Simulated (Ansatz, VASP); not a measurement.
**Mg5ZnO6: VASP beside Ansatz**

The input INCAR:

```
SYSTEM = Mg5ZnO6
PREC = Accurate
ENCUT = 600
EDIFF = 1E-6
ISMEAR = 0
SIGMA = 0.1
LREAL = .FALSE.
LASPH = .TRUE.
NELM = 80
ALGO = Normal
ISIF = 3
LWAVE = .FALSE.
LCHARG = .FALSE.
GGA = PE
IBRION = 2
NSW = 90
EDIFFG = -0.04
```

The input KPOINTS:

```
regular mesh
0
G
  6 6 2
  0 0 0
```

POSCAR

```
Mg5ZnO6
1.0
    3.3112041100      0.0000000000      0.0000000000
    0.0000000000      3.3112041100      0.0000000000
    0.0000000000      0.0000000000     14.0482492900
Mg Zn O
5 1 6
Direct
    0.0000000000      0.0000000000      0.0000000000
    0.5000000000      0.5000000000      0.1666666700
    0.0000000000      0.0000000000      0.3333333300
    0.0000000000      0.0000000000      0.6666666700
    0.5000000000      0.5000000000      0.8333333300
    0.5000000000      0.5000000000      0.5000000000
    0.5000000000      0.0000000000      0.0833333300
    0.0000000000      0.5000000000      0.2500000000
    0.5000000000      0.0000000000      0.4166666700
    0.0000000000      0.5000000000      0.5833333300
    0.5000000000      0.0000000000      0.7500000000
    0.0000000000      0.5000000000      0.9166666700
```

Input for Ansatz:

```yaml
crystal:
  lattice:
    - [3.31120411, 0.0, 0.0]
    - [0.0, 3.31120411, 0.0]
    - [0.0, 0.0, 14.04824929]
  atoms:
    - { symbol: Mg, position: [0.0, 0.0, 0.0] }
    - { symbol: Mg, position: [0.5, 0.5, 0.16666667] }
    - { symbol: Mg, position: [0.0, 0.0, 0.33333333] }
    - { symbol: Mg, position: [0.0, 0.0, 0.66666667] }
    - { symbol: Mg, position: [0.5, 0.5, 0.83333333] }
    - { symbol: Zn, position: [0.5, 0.5, 0.5] }
    - { symbol: O, position: [0.5, 0.0, 0.08333333] }
    - { symbol: O, position: [0.0, 0.5, 0.25] }
    - { symbol: O, position: [0.5, 0.0, 0.41666667] }
    - { symbol: O, position: [0.0, 0.5, 0.58333333] }
    - { symbol: O, position: [0.5, 0.0, 0.75] }
    - { symbol: O, position: [0.0, 0.5, 0.91666667] }
basis:
  ecutwfc: 420
kpoints:
  mp_grid: { grid: [6, 6, 2] }
hamiltonian:
  xc: pbe
scf:
  occupations: { method: gaussian, width: 0.1 }
  lower_state_search: "off"
output:
  forces: true
  stress: true
  eigenvalues: true
relax:
  adjacent_minimum: "off"
  f_tol: 0.04
  max_steps: 70
  cell: { stress_tol: 0.4 }
```

Alike in both runs: task relaxation of cell and atoms; functional PBE; k mesh 6 × 6 × 2; occupations gaussian, width 0.1 eV; no spin polarisation.

|  | VASP | Ansatz |
| --- | --- | --- |
| version | VASP 6.6.1 | Ansatz 0.2.0 |
| potentials or method | VASP PAW PBE potentials, release 64 (Mg, Zn, O), cutoff 600 eV | scalar-relativistic, plane waves, PAW |
| valence electrons in the cell | 58 | 98 |

Ansatz gave:

| Property | Result |
| --- | --- |
| gap on the k mesh at the Fermi level, each at its own relaxed structure (eV) | 2.51 |
| relaxed volume (Å³/atom) | 12.26 |
| relaxed length of the cell vector where the two differ most in proportion (Å) | 3.267 |

Which values does VASP return?

gap on the k mesh at the Fermi level, each at its own relaxed structure (eV): 2.50; relaxed volume (Å³/atom): 12.23; relaxed length of the cell vector where the two differ most in proportion (Å): 3.261.

VASP's potentials hold 58 valence electrons a cell and Ansatz's 98, so a difference there can come from the potentials and not from the codes.
